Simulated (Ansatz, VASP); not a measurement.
## MgO in VASP and in Ansatz

INCAR

```
SYSTEM = MgO
ALGO     = Normal         ! electronic algorithm
EDIFF    = 1E-6           ! SCF threshold, eV
ENCUT    = 840            ! plane-wave cutoff, eV
GGA      = CA             ! functional
GGA_COMPAT= .False.      
ISIF     = 2              ! what is computed and relaxed
ISMEAR   = -1             ! smearing method
LASPH    = .True.         ! aspherical terms in the spheres
LCHARG   = .False.        ! write CHGCAR
LREAL    = .False.        ! projectors in reciprocal space
LWAVE    = .False.        ! write WAVECAR
NBANDS   = 15             ! bands
NELM     = 120            ! most SCF steps
PREC     = Accurate       ! precision mode
SIGMA    = 0.02           ! smearing width, eV
```

KPOINTS

```
k-points
0
Gamma
  8 8 8
  0 0 0
```

The input POSCAR:

```
MgO
1.0
    0.0000000000      2.1061000000      2.1061000000
    2.1061000000      0.0000000000      2.1061000000
    2.1061000000      2.1061000000      0.0000000000
Mg O
1 1
Direct
    0.0000000000      0.0000000000      0.0000000000
    0.5000000000      0.5000000000      0.5000000000
```

Input for Ansatz:

```yaml
crystal:
  lattice:
    - [0.0, 2.1061, 2.1061]
    - [2.1061, 0.0, 2.1061]
    - [2.1061, 2.1061, 0.0]
  atoms:
    - { symbol: Mg, position: [0.0, 0.0, 0.0] }
    - { symbol: O, position: [0.5, 0.5, 0.5] }
hamiltonian:
  xc: lda
  pseudopotentials: { kind: paw }
basis:
  ecutwfc: 420
kpoints:
  mp_grid: { grid: [8, 8, 8] }
scf:
  occupations: { method: fermi_dirac, width: 0.02 }
  lower_state_search: "off"
  algorithm: density_mixing
  max_iter: 60
  mixing: { algorithm: broyden, ndim: 16, beta: 0.5, preconditioner: none }
output:
  forces: true
  stress: true
```

Alike in both runs: task single point; functional LDA; k mesh 8 × 8 × 8; occupations fermi-dirac, width 0.02 eV; no spin polarisation.

|  | VASP | Ansatz |
| --- | --- | --- |
| version | VASP 6.6.1 | Ansatz 0.2.0 |
| potentials or method | VASP PAW LDA potentials, release 64 (Mg_sv, O), cutoff 840 eV | PAW, plane waves, scalar-relativistic |
| valence electrons in the cell | 16 | 16 |

Ansatz gave:

| Property | Result |
| --- | --- |
| pressure (GPa) | -6.1 |

Task: What did VASP give for the same quantities?

Result: Pressure (GPa): -5.6.

LDA's correlation is that of Perdew and Zunger in VASP and of Perdew and Wang (1992) in Ansatz.
